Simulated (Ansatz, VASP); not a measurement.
**Two plane-wave programs on SrTaO2**

```
CELL_PARAMETERS angstrom
3.95015 0.00000 0.00000
0.00000 3.95015 0.00000
0.00000 0.00000 15.96311
ATOMIC_POSITIONS crystal
Sr 0.50000 0.00000 0.58191
Sr 0.50000 0.00000 0.83135
Sr 0.00000 0.50000 0.41809
Sr 0.00000 0.50000 0.16865
Ta 0.00000 0.50000 0.70461
Ta 0.00000 0.50000 0.96898
Ta 0.50000 0.00000 0.29539
Ta 0.50000 0.00000 0.03102
O 0.50000 0.50000 0.70064
O 0.00000 0.00000 0.70064
O 0.00000 0.50000 0.83123
O 0.00000 0.50000 0.57142
O 0.50000 0.50000 0.29936
O 0.00000 0.00000 0.29936
O 0.50000 0.00000 0.16877
O 0.50000 0.00000 0.42858
```

Alike in both runs: functional PBE; k mesh 4 × 4 × 1; occupations gaussian, width 0.2 eV; no spin polarisation.

Ansatz relaxed the structure, and its values are those at the end. VASP's run is a single point on that final structure, the one shown.

```csv
,VASP,Ansatz
version,VASP 6.6.1,Ansatz 0.2.0
potentials or method,"VASP PAW PBE potentials, release 64 (Sr_sv, Ta_pv, O), cutoff 520 eV","scalar-relativistic, plane waves, PAW"
valence electrons in the cell,132,140
```

```csv
,VASP,Ansatz,Ansatz less VASP
gap on the k mesh at the Fermi level (eV),none,none,-
pressure (GPa),0.7,0.1,-0.52
rms of the force components (eV/Å),0.016,0.001,-0.0143
```

A gap of «none» marks a metal or a gap that the smearing closes. The functional is the same, so the differences come from potentials, cutoffs and numerics. VASP's potentials hold 132 valence electrons a cell and Ansatz's 140, so a difference there can come from the potentials and not from the codes.

The k mesh is coarse, so the values compare programs but aren't converged. Spin-orbit coupling is off throughout.
